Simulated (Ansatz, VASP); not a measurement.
AlN: VASP beside Ansatz

```
Al N
1.0
     3.12989    0.00000    0.00000
    -1.56494    2.71056    0.00000
     0.00000    0.00000    4.41490
Al N
2 2
Direct
  0.33333 0.66667 0.00173
  0.66667 0.33333 0.50173
  0.33333 0.66667 0.38327
  0.66667 0.33333 0.88327
```

Alike in both runs: task relaxation of the atoms; functional PBE; k mesh 9 × 9 × 6; occupations gaussian, width 0.05 eV; no spin polarisation.

```csv
,VASP,Ansatz
version,VASP 6.6.1,Ansatz 0.2.0
potentials or method,"VASP PAW PBE potentials, release 64 (Al, N), cutoff 520 eV","scalar-relativistic, plane waves, PAW"
valence electrons in the cell,16,16
```

Ansatz gave:

```
gap on the k mesh at the Fermi level, each at its own relaxed structure (eV) : 4.16
```

Which values does VASP return?

gap on the k mesh at the Fermi level, each at its own relaxed structure (eV): 4.17.

Ansatz's warnings: stress scf threshold loose.
